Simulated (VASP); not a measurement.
# KC (F-43m) in VASP: notebook

KC is run at these levels: PBE; tasks: single point, relaxation of cell and atoms.

Everything below comes from runs of VASP 6.6.1. Logs are shortened: lines on timing, memory, paths and dates and some standing lists are left out, and cuts for length are marked.

## Step 1: The cell of the first run

It takes space group F-43m (No. 216, cubic). Conventional cell: a = 5.661 Å, b = 5.661 Å, c = 5.661 Å, α = 90.00°, β = 90.00°, γ = 90.00°. K (site symmetry -43m) has 4 C at 2.45 Å within 3.2 Å. C (site symmetry -43m) has 4 K at 2.45 Å within 3.2 Å.

## Step 2: Single point, PBE

INCAR reads:

```
SYSTEM = KC
ALGO = Normal ; EDIFF = 1E-6
ENCUT = 600 ; GGA = PE
GGA_COMPAT = .False. ; ISIF = 2
ISMEAR = 0 ; LASPH = .True.
LCHARG = .False. ; LREAL = .False.
LWAVE = .False. ; NBANDS = 14
NELM = 120 ; PREC = Accurate
SIGMA = 0.1
```

KPOINTS reads:

```
k-points
0
Gamma
  6 6 6
  0 0 0
```

POSCAR reads:

```
KC
1.0
    0.0000000000      2.8304919700      2.8304919700
    2.8304919700      0.0000000000      2.8304919700
    2.8304919700      2.8304919700      0.0000000000
K C
1 1
Direct
    0.0000000000      0.0000000000      0.0000000000
    0.2500000000      0.2500000000      0.2500000000
```

Potentials or basis: VASP PAW PBE potentials, release 64 (K_sv, C).

On the command line:

```
> cat potpaw_PBE.64/K_sv/POTCAR potpaw_PBE.64/C/POTCAR > POTCAR
> mpirun -np 1 vasp_std > vasp.out
```

OUTCAR:

```text
SYSTEM = KC
   EDIFF = 1E-6
   ENCUT = 600
   GGA = PE
   ISIF = 2
   ISMEAR = 0
   LASPH = .True.
   LREAL = .False.
   NELM = 120
   PREC = Accurate

 ion  position               nearest neighbor table
   1  0.000  0.000  0.000-   2 2.45   2 2.45   2 2.45   2 2.45
   2  0.250  0.250  0.250-   1 2.45   1 2.45   1 2.45   1 2.45

  LATTYP: Found a face centered cubic cell.
 ALAT       =     5.6609839400

  Lattice vectors:

 A1 = (   0.0000000000,   2.8304919700,   2.8304919700)
 A2 = (   2.8304919700,   0.0000000000,   2.8304919700)
 A3 = (   2.8304919700,   2.8304919700,   0.0000000000)

Analysis of symmetry for initial positions (statically):
=====================================================================
 Subroutine PRICEL returns:
 Original cell was already a primitive cell.

 Routine SETGRP: Setting up the symmetry group for a
 face centered cubic supercell.

 Subroutine GETGRP returns: Found 24 space group operations
 (whereof 24 operations were pure point group operations)
 out of a pool of 48 trial point group operations.

The static configuration has the point symmetry T_d .

Analysis of symmetry for dynamics (positions and initial velocities):
=====================================================================
 Subroutine PRICEL returns:
 Original cell was already a primitive cell.

 Routine SETGRP: Setting up the symmetry group for a
 face centered cubic supercell.

 Subroutine GETGRP returns: Found 24 space group operations
 (whereof 24 operations were pure point group operations)
 out of a pool of 48 trial point group operations.

The dynamic configuration has the point symmetry T_d .

 Subroutine INISYM returns: Found 24 space group operations
 (whereof 24 operations are pure point group operations),
 and found     1 'primitive' translations

----------------------------------------------------------------------------------------

                                     Primitive cell

  volume of cell :      45.3540

  direct lattice vectors                    reciprocal lattice vectors
     0.000000000  2.830491970  2.830491970    -0.176647737  0.176647737  0.176647737
     2.830491970  0.000000000  2.830491970     0.176647737 -0.176647737  0.176647737
     2.830491970  2.830491970  0.000000000     0.176647737  0.176647737 -0.176647737

  length of vectors
     4.002920132  4.002920132  4.002920132     0.305962855  0.305962855  0.305962855

  position of ions in fractional coordinates (direct lattice)
     0.000000000  0.000000000  0.000000000
     0.250000000  0.250000000  0.250000000

  ion indices of the primitive-cell ions
   primitive index   ion index
                 1           1
                 2           2

----------------------------------------------------------------------------------------

 KPOINTS: k-points

Automatic generation of k-mesh.
 Grid dimensions read from file:
 generate k-points for:    6    6    6

 Generating k-lattice:

  Cartesian coordinates                     Fractional coordinates (reciprocal lattice)
    -0.029441289  0.029441289  0.029441289     0.166666667  0.000000000  0.000000000
     0.029441289 -0.029441289  0.029441289     0.000000000  0.166666667  0.000000000
     0.029441289  0.029441289 -0.029441289     0.000000000  0.000000000  0.166666667

  Length of vectors
     0.050993809  0.050993809  0.050993809

  Shift w.r.t. Gamma in fractional coordinates (k-lattice)
     0.000000000  0.000000000  0.000000000

 Subroutine IBZKPT returns following result:
 ===========================================

 Found     16 irreducible k-points:

 Following reciprocal coordinates:
            Coordinates               Weight
  0.000000  0.000000  0.000000      1.000000
  0.166667  0.000000  0.000000      8.000000
  0.333333  0.000000  0.000000      8.000000
  0.500000  0.000000  0.000000      4.000000
  0.166667  0.166667  0.000000      6.000000
  0.333333  0.166667  0.000000     24.000000
[... 8 lines left out ...]
 -0.333333  0.333333  0.166667     24.000000
 -0.333333  0.500000  0.166667     12.000000
   k-points           NKPTS =     16   k-points in BZ     NKDIM =     16   number of bands    NBANDS=     14
   number of dos      NEDOS =    301   number of ions     NIONS =      2
   total plane-waves  NPLWV =  32768
   dimension x,y,z NGX =    32 NGY =   32 NGZ =   32
   dimension x,y,z NGXF=    64 NGYF=   64 NGZF=   64
   ions per type =               1   1
   NGX,Y,Z   is equivalent  to a cutoff of  13.29, 13.29, 13.29 a.u.
   NGXF,Y,Z  is equivalent  to a cutoff of  26.58, 26.58, 26.58 a.u.
 SYSTEM =  KC
   PREC   = accura    normal or accurate (medium, high low for compatibility)
   ISTART =      0    job   : 0-new  1-cont  2-samecut
   ICHARG =      2    charge: 1-file 2-atom 10-const
   ISPIN  =      1    spin polarized calculation?
   LNONCOLLINEAR =      F non collinear calculations
   LSORBIT =      F    spin-orbit coupling
   LASPH  =      T    aspherical Exc in radial PAW
   ENCUT  =  600.0 eV  44.10 Ry    6.64 a.u.   7.99  7.99  7.99*2*pi/ulx,y,z
   NELM   =    120;   NELMIN=  2; NELMDL= -5     # of ELM steps
   EDIFF  = 0.1E-05   stopping-criterion for ELM
   LREAL  =      F    real-space projection
   EDIFFG = 0.1E-04   stopping-criterion for IOM
   NSW    =      0    number of steps for IOM
   IBRION =     -1    ionic relax: 0-MD 1-quasi-New 2-CG
   NFREE  =      0    steps in history (QN), initial steepest desc. (CG)
   ISIF   =      2    stress and relaxation
   ISYM   =      2    0-nonsym 1-usesym 2-fastsym
   POTIM  = 0.5000    time-step for ionic-motion
   TEBEG  =    0.0;   TEEND  =   0.0 temperature during run
   PSTRESS=    0.0 pullay stress
   NELECT =      13.0000    total number of electrons
   NUPDOWN=      -1.0000    fix difference up-down
   EMIN   =  10.00;   EMAX   =-10.00  energy-range for DOS
   EFERMI =   0.00;   METHOD = LEGACY
   ISMEAR =     0;   SIGMA  =   0.10  broadening in eV -4-tet -1-fermi 0-gaus
   EFERMI_NEDOS =   21; number of points for ismear=-14 and -15
   IALGO  =     38    algorithm
   IMIX   =      4    mixing-type and parameters
     AMIX     =   0.40;   BMIX     =  1.00
     AMIX_MAG =   1.60;   BMIX_MAG =  1.00
  volume/ion in A,a.u.               =      22.68       153.03
  Fermi-wavevector in a.u.,A,eV,Ry     =   1.079404  2.039778 15.852325  1.165113
  Thomas-Fermi vector in A             =   2.215368
   LORBIT       =      0    0 simple, 1 ext, 2 COOP (PROOUT), +10 PAW based schemes
   GGA     = PE    functional components
   LHFCALC =     F    Hartree Fock is set to
   AEXX    =    0.0000 exact exchange contribution
   IVDW    =     0    specifies the selected vdW correction
   LEPSILON=     F    determine dielectric tensor
   LRPA    =     F    only Hartree local field effects (RPA)
 non-spin polarized calculation
 Gauss-broadening in eV      SIGMA  =   0.10
  energy-cutoff  :      600.00
  volume of cell :       45.35
 maximum number of plane-waves:      1527
   NGX = 15   NGY = 15   NGZ = 15

 number of electron      12.9999999 magnetization

 Free energy of the ion-electron system (eV)
  ---------------------------------------------------
  ext. energy  EPLUGINS =         0.00000000
  ---------------------------------------------------
  free energy    TOTEN  =        -3.48481755 eV

  energy without entropy =       -3.44621841  energy(sigma->0) =       -3.46551798

 E-fermi :   0.1544     XC(G=0):  -8.2160

 val. band max:        0.1068871480   @ k =  -0.3333   0.1667   0.0000
 cond. band min:       0.1585867166   @ k =   0.1667   0.1667   0.0000
 fundamental gap:      0.0516995686
 Fermi energy:         0.1543561086

 k-point     1 :       0.0000    0.0000    0.0000
  band No.  band energies     occupation
      1     -28.8364      2.00000
      2     -12.2853      2.00000
      3     -12.2853      2.00000
      4     -12.2853      2.00000
      5      -8.6264      2.00000
      6       0.0057      1.96450
      7       0.0057      1.96450
      8       0.0057      1.96449
      9       4.3281      0.00000
     10       8.6545      0.00000
     11       8.6545      0.00000
     12      10.5860      0.00000
     13      10.5860      0.00000
     14      10.5860      0.00000

 k-point     2 :       0.1667    0.0000    0.0000
  band No.  band energies     occupation
      1     -28.8235      2.00000
      2     -12.5265      2.00000
      3     -12.3052      2.00000
      4     -12.3052      2.00000
      5      -8.3307      2.00000
      6      -0.2659      2.00000
      7       0.0837      1.68251
      8       0.0837      1.68251
      9       5.0507      0.00000
     10       8.2265      0.00000
     11       8.2265      0.00000
     12      10.1000      0.00000
     13      11.1839      0.00000
     14      11.1839      0.00000

 k-point     3 :       0.3333    0.0000    0.0000
  band No.  band energies     occupation
      1     -28.7976      2.00000
      2     -12.9264      2.00000
      3     -12.3446      2.00000
      4     -12.3446      2.00000
      5      -7.8490      2.00000
      6      -0.4872      2.00000
      7       0.2213      0.34390
      8       0.2213      0.34390
      9       6.1061      0.00000
     10       8.1147      0.00000
     11       8.1147      0.00000
     12       8.8894      0.00000
     13      10.9853      0.00000
     14      10.9853      0.00000

 k-point     4 :       0.5000    0.0000    0.0000
  band No.  band energies     occupation
      1     -28.7845      2.00000
      2     -13.0991      2.00000
      3     -12.3640      2.00000
      4     -12.3640      2.00000
      5      -7.6521      2.00000
      6      -0.4729      2.00000
      7       0.2796      0.07646
      8       0.2796      0.07645
      9       6.5880      0.00000
     10       7.8174      0.00000
     11       8.3841      0.00000
     12       8.3841      0.00000
     13      10.3744      0.00000
     14      10.3744      0.00000

 k-point     5 :       0.1667    0.1667    0.0000
  band No.  band energies     occupation
      1     -28.8192      2.00000
      2     -12.5519      2.00000
      3     -12.3374      2.00000
      4     -12.3374      2.00000
      5      -8.2341      2.00000
      6      -0.4289      2.00000
      7       0.1586      0.95229
      8       0.1586      0.95229
      9       5.2670      0.00000
     10       7.2243      0.00000
     11       8.9719      0.00000
[... 140 lines left out ...]
 k-point    14 :       0.5000    0.3333    0.1667
  band No.  band energies     occupation
      1     -28.7804      2.00000
      2     -12.9915      2.00000
      3     -12.5203      2.00000
      4     -12.4151      2.00000
      5      -7.5249      2.00000
      6      -0.5777      2.00000
      7       0.1927      0.58742
      8       0.4789      0.00000
      9       5.6628      0.00000
     10       6.8449      0.00000
     11       8.9775      0.00000
     12      10.4239      0.00000
     13      11.0024      0.00000
     14      11.3501      0.00000

 k-point    15 :      -0.3333    0.3333    0.1667
  band No.  band energies     occupation
      1     -28.7718      2.00000
      2     -13.0449      2.00000
      3     -12.5815      2.00000
      4     -12.4461      2.00000
      5      -7.3860      2.00000
      6      -0.2775      2.00000
      7      -0.0808      1.99912
      8       0.5706      0.00000
      9       5.3870      0.00000
     10       6.8439      0.00000
     11       8.8998      0.00000
     12      10.4410      0.00000
     13      11.2473      0.00000
     14      11.5030      0.00000

 k-point    16 :      -0.3333    0.5000    0.1667
  band No.  band energies     occupation
      1     -28.7675      2.00000
      2     -13.0760      2.00000
      3     -12.5647      2.00000
      4     -12.4977      2.00000
      5      -7.3154      2.00000
      6      -0.6443      2.00000
      7       0.2505      0.17389
      8       0.6968      0.00000
      9       5.0380      0.00000
     10       6.7143      0.00000
     11       9.5670      0.00000
     12      10.1960      0.00000
     13      11.2572      0.00000
     14      12.9609      0.00000

------------------------ aborting loop because EDIFF is reached ----------------------------------------

  FORCE on cell =-STRESS in cart. coord.  units (eV):
  Direction    XX          YY          ZZ          XY          YZ          ZX
  --------------------------------------------------------------------------------------
  -------------------------------------------------------------------------------------
  Total        3.4427676      3.4427676      3.4427676     -0.0000000      0.0000000      0.0000000
  in kB      121.6193019    121.6193019    121.6193019     -0.0000000      0.0000000      0.0000000
  external PRESSURE =     121.6193019 kB  Pullay stress =       0.0000000 kB

 VOLUME and BASIS-vectors are now :
 -----------------------------------------------------------------------------
  energy-cutoff  :      600.00
  volume of cell :       45.35
      direct lattice vectors                 reciprocal lattice vectors
     0.000000000  2.830491970  2.830491970    -0.176647737  0.176647737  0.176647737
     2.830491970  0.000000000  2.830491970     0.176647737 -0.176647737  0.176647737
     2.830491970  2.830491970  0.000000000     0.176647737  0.176647737 -0.176647737

 POSITION                                       TOTAL-FORCE (eV/Angst)
 -----------------------------------------------------------------------------------
      0.00000      0.00000      0.00000         0.000000      0.000000     -0.000000
      1.41525      1.41525      1.41525        -0.000000     -0.000000      0.000000
 -----------------------------------------------------------------------------------
    total drift:                               -0.000000     -0.000000     -0.000000

  FREE ENERGIE OF THE ION-ELECTRON SYSTEM (eV)
  ---------------------------------------------------
  free  energy   TOTEN  =        -3.4848175517 eV

  energy  without entropy=       -3.4462184077  energy(sigma->0) =       -3.46551798
```

Run time: 12 s. Hardware: 1 thread of Intel Xeon Platinum 8488C (Sapphire Rapids), shared host; peak memory 0.17 GiB.

What came out:

```
Free energy : -3.4848 eV
Pressure    : 12.2 GPa
```

Levels at points of the mesh, in eV from the Fermi level:
```tsv
k point	band 2	band 3	band 4	band 5	band 6	band 7	band 8	band 9	band 10	band 11
(0.00, 0.00, 0.00)	-12.44	-12.44	-12.44	-8.78	-0.15	-0.15	-0.15	4.17	8.50	8.50
(0.50, 0.00, 0.00)	-13.25	-12.52	-12.52	-7.81	-0.63	0.13	0.13	6.43	7.66	8.23
(0.50, 0.50, 0.00)	-13.29	-12.64	-12.64	-7.49	-1.21	0.54	0.54	4.80	6.70	10.05
```

## Step 3: Single point, PBE

This run uses another cell than the first one, of 34.95 Å³/atom, 1.541 times its volume.

INCAR reads:

```
SYSTEM = KC
PREC = Accurate
ENCUT = 600
EDIFF = 1E-6
ISMEAR = 0
SIGMA = 0.1
LREAL = .FALSE.
LASPH = .TRUE.
NELM = 120
ALGO = Normal
ISIF = 2
LWAVE = .FALSE.
LCHARG = .FALSE.
GGA = PE
NBANDS = 14
GGA_COMPAT = .FALSE.
```

KPOINTS reads:

```
regular mesh
0
G
  6 6 6
  0 0 0
```

POSCAR reads:

```
KC
1.0
    0.0000000000      3.2694580987      3.2694580987
    3.2694580987      0.0000000000      3.2694580987
    3.2694580987      3.2694580987      0.0000000000
K C
1 1
Direct
    0.0000000000      0.0000000000      0.0000000000
    0.2500000000      0.2500000000      0.2500000000
```

Potentials or basis: VASP PAW PBE potentials, release 64 (K_sv, C).

On the command line:

```
> cat potpaw_PBE.64/K_sv/POTCAR potpaw_PBE.64/C/POTCAR > POTCAR
> mpirun -np 1 vasp_std > vasp.out
```

Wall time 21 s (1 thread of Intel Xeon Platinum 8488C (Sapphire Rapids), shared host); peak memory 0.24 GiB.

Results (log left out):

```
Free energy : -4.1751 eV
Pressure    : 0.3 GPa
```

Levels at points of the mesh, in eV from the Fermi level:
```csv
k point,band 4,band 5,band 6,band 7,band 8,band 9
"(0.00, 0.00, 0.00)",-13.01,-8.44,0.05,0.05,0.05,2.86
"(0.50, 0.00, 0.00)",-13.03,-8.12,-0.60,0.13,0.13,5.28
"(0.50, 0.50, 0.00)",-13.06,-8.02,-0.71,0.18,0.18,4.35
```

## Step 4: Relaxation of cell and atoms, PBE

INCAR reads:

```
SYSTEM = KC
  PREC = Accurate
  ENCUT = 600
  EDIFF = 1E-7
  ISMEAR = 0
  SIGMA = 0.1
  LREAL = .False.
  LASPH = .True.
  NELM = 120
  ALGO = Normal
  ISIF = 3
  LWAVE = .False.
  LCHARG = .False.
  GGA = PE
  IBRION = 2
  NSW = 90
  EDIFFG = -0.04
  GGA_COMPAT = .False.
  NELMIN = 4
```

KPOINTS reads:

```
Automatic mesh
0
Gamma
  6 6 6
  0 0 0
```

POSCAR reads:

```
KC
1.0
    0.0000000000      2.8304919700      2.8304919700
    2.8304919700      0.0000000000      2.8304919700
    2.8304919700      2.8304919700      0.0000000000
K C
1 1
Direct
    0.0000000000      0.0000000000      0.0000000000
    0.2500000000      0.2500000000      0.2500000000
```

On the command line:

```
> cat potpaw_PBE.64/K_sv/POTCAR potpaw_PBE.64/C/POTCAR > POTCAR
> mpirun -np 1 vasp_std > vasp.out
```

It took 30 s on 1 thread of Intel Xeon Platinum 8488C (Sapphire Rapids), shared host; peak memory 0.18 GiB.

The run converged. Its results:

- Free energy: -4.1680 eV
- Relaxed volume: 35.03 Å³/atom
- Relaxed cell: a = 4.627 Å, b = 4.627 Å, c = 4.627 Å, α = 60.00°, β = 60.00°, γ = 60.00°
- Space group after relaxing (to 0.05 Å): F-43m (No. 216)
- Energy gained by relaxing: 341.6 meV/atom
- Ionic steps: 4
- Pressure after relaxing: 0.2 GPa

The path:
| step | energy change (eV) | largest force (eV/Å) | pressure (GPa) | volume (Å³) |
| --- | --- | --- | --- | --- |
| 1 | 0.0000 | 0.0000 | 12.16 | 45.35 |
| 2 | -0.5547 | 0.0000 | 3.65 | 57.62 |
| 3 | -0.6701 | 0.0000 | 0.95 | 66.16 |
| 4 | -0.6831 | 0.0000 | 0.15 | 70.07 |

Final structure:
```
K C
1.0
     0.00000    3.27209    3.27209
     3.27209    0.00000    3.27209
     3.27209    3.27209    0.00000
K C
1 1
Direct
  0.00000 0.00000 0.00000
  0.25000 0.25000 0.25000
```

Levels at points of the mesh, in eV from the Fermi level:
```csv
k point,band 4,band 5,band 6,band 7,band 8,band 9
"(0.00, 0.00, 0.00)",-13.01,-8.43,0.06,0.06,0.06,2.86
"(0.50, 0.00, 0.00)",-13.03,-8.12,-0.60,0.13,0.13,5.28
"(0.50, 0.50, 0.00)",-13.06,-8.02,-0.70,0.18,0.18,4.35
```

Caveat: the volume moved by over 15 % at a fixed basis, so the end points are rough.

## Step 5: Summary

| task | cell | gap on the mesh (eV) | pressure (GPa) |
| --- | --- | --- | --- |
| single point | a = 4.003 Å, angles 60.0°, 2 atoms | none | 12.2 |
| single point | a = 4.624 Å, angles 60.0°, 2 atoms | none | 0.3 |
| relaxation of cell and atoms | relaxed from a = 4.003 Å, angles 60.0°, 2 atoms | none | 0.2 |

Alike in all rows: level PBE; potentials or basis VASP PAW PBE potentials, release 64 (K_sv, C); no spin polarisation; k mesh 6 × 6 × 6; cutoff (eV) 600; smearing gaussian 0.1 eV.

Caveats: the volume moved by over 15 % at a fixed basis, so the end points are rough (some runs).

Absolute energies hang on the potentials; compare differences alone.
